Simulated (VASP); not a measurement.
Wanted: the native input for a VASP 6.6.1 run.

- Task: single point
- Functional: PBE
- Potentials or basis: VASP PAW PBE potentials, release 64 (Si, C)
- Cutoff: 520 eV
- k mesh: 9 × 9 × 5
- Occupations: fermi-dirac, width 0.0202 eV
- Spin: no spin polarisation
- Dipole correction: no
- Further INCAR settings: ALGO = Normal; EDIFF = 1e-06; NBANDS = 16

The structure of SiC lies in POSCAR:

```
SiC
1.0
    1.5456460000      2.6771340000      0.0000000000
   -1.5456460000      2.6771340000      0.0000000000
    0.0000000000      0.0000000000      5.0730960000
Si C
2 2
Direct
    0.6666700000      0.6666600000      0.0000000000
    0.3333400000      0.3333300000      0.5000000000
    0.6666700000      0.6666600000      0.3750000000
    0.3333400000      0.3333300000      0.8750000000
```

These files were run (other wordings do the same):

INCAR

```
ALGO = Normal
EDIFF = 1E-6
ENCUT = 520
GGA = PE
ISIF = 2
ISMEAR = -1
LASPH = True
LCHARG = False
LREAL = False
LWAVE = False
NBANDS = 16
NELM = 60
PREC = Accurate
SIGMA = 0.0202
```

KPOINTS

```
k-points
0
Gamma
  9 9 5
```

Potentials or basis: VASP PAW PBE potentials, release 64 (Si, C).

Launch:

```console
$ cat potpaw_PBE.64/Si/POTCAR potpaw_PBE.64/C/POTCAR > POTCAR
$ mpirun -np 1 vasp_std > vasp.out
```

It gave:

| Quantity | Value |
| --- | --- |
| Pressure | 0.1 GPa |
| Largest force | 0.075 eV/Å |
| Band gap on the k mesh | 2.27 eV, indirect (least direct gap 3.97 eV) |

Run time: 14 s on 1 thread of Intel(R) Xeon(R) 6975P-C (Granite Rapids) (shared host), peak memory 0.18 GiB.
